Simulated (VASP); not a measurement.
Ga3Se, 4 atoms in the cell. Symmetry: P4/mmm, No. 123, tetragonal system. Conventional cell: a = 4.324 Å, b = 4.324 Å, c = 4.432 Å, α = 90.00°, β = 90.00°, γ = 90.00°. Ga (site symmetry mmm) has 8 Ga at 3.06 to 3.10 Å and 4 Se at 3.10 Å within 4.0 Å. Ga (site symmetry 4/mmm) has 4 Se at 3.06 Å and 8 Ga at 3.10 Å within 4.0 Å. Within 4.0 Å of Se (site symmetry 4/mmm) lie 12 Ga at 3.06 to 3.10 Å.  This cell differs from its parent crystal: strain +0.0250 x Voigt [0, 1, 0, 0, 0, 0].

- Program: VASP 6.6.1
- Task: single point
- Functional: PBE
- Dispersion: D3(BJ)
- Potentials or basis: VASP PAW PBE potentials, release 64 (Ga_d, Se)
- Cutoff: 520 eV
- k mesh: 12 × 12 × 12
- Occupations: gaussian, width 0.15 eV
- Spin: no spin polarisation
- Dipole correction: no
- Further INCAR settings: ALGO = Normal; EDIFF = 1e-07; NBANDS = 30

Potentials or basis: VASP PAW PBE potentials, release 64 (Ga_d, Se).

Command:

```console
$ cat potpaw_PBE.64/Ga_d/POTCAR potpaw_PBE.64/Se/POTCAR > POTCAR
$ mpirun -np 1 vasp_std > vasp.out
```

Hardware: 1 thread of Intel Xeon 6975P-C, with other jobs on the host.

Q: Estimate the wall time of this run.

A: It took 4.9 min on 1 thread of Intel Xeon 6975P-C, with other jobs on the host, peak memory 0.49 GiB. Counts: scf iterations 14, k points 196.
